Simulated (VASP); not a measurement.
A run of VASP 6.6.1:

File INCAR:

```
PREC     = Accurate       # precision mode
ENCUT    = 520            # plane-wave cutoff, eV
EDIFF    = 1E-6           # SCF threshold, eV
ISMEAR   = 0              # smearing method
SIGMA    = 0.01           # smearing width, eV
LREAL    = False          # projectors in reciprocal space
LASPH    = True           # aspherical terms in the spheres
NELM     = 80             # most SCF steps
ALGO     = Normal         # electronic algorithm
ISIF     = 2              # what is computed and relaxed
LWAVE    = False          # write WAVECAR
LCHARG   = False          # write CHGCAR
GGA      = PE             # functional
NBANDS   = 16             # bands
```

KPOINTS

```
regular mesh
0
Gamma
  6 6 4
```

Contents of POSCAR:

```
AlN
1.0
    3.1174885620     -0.0548611316     -0.0639562398
   -1.6062582079      2.7410131864      0.0347978038
   -0.1023299837      0.0052086523      4.8913852396
Al N
2 2
Direct
    0.3322200000      0.6614300000      0.9991100000
    0.6747900000      0.3365700000      0.5008300000
    0.3327400000      0.6623700000      0.3821700000
    0.6583600000      0.3304500000      0.8792000000
```

Potentials or basis: VASP PAW PBE potentials, release 64 (Al, N).

Run with:

```bash
$ cat potpaw_PBE.64/Al/POTCAR potpaw_PBE.64/N/POTCAR > POTCAR
$ mpirun -np 1 vasp_std > vasp.out
```

Hardware: 1 thread of AMD EPYC 7571, with other jobs on the host.

Task: Estimate the wall time of this run.

Result: Run time: 75 s on 1 thread of AMD EPYC 7571 (shared host), peak memory 0.14 GiB. Counts: scf iterations 13, k points 76.
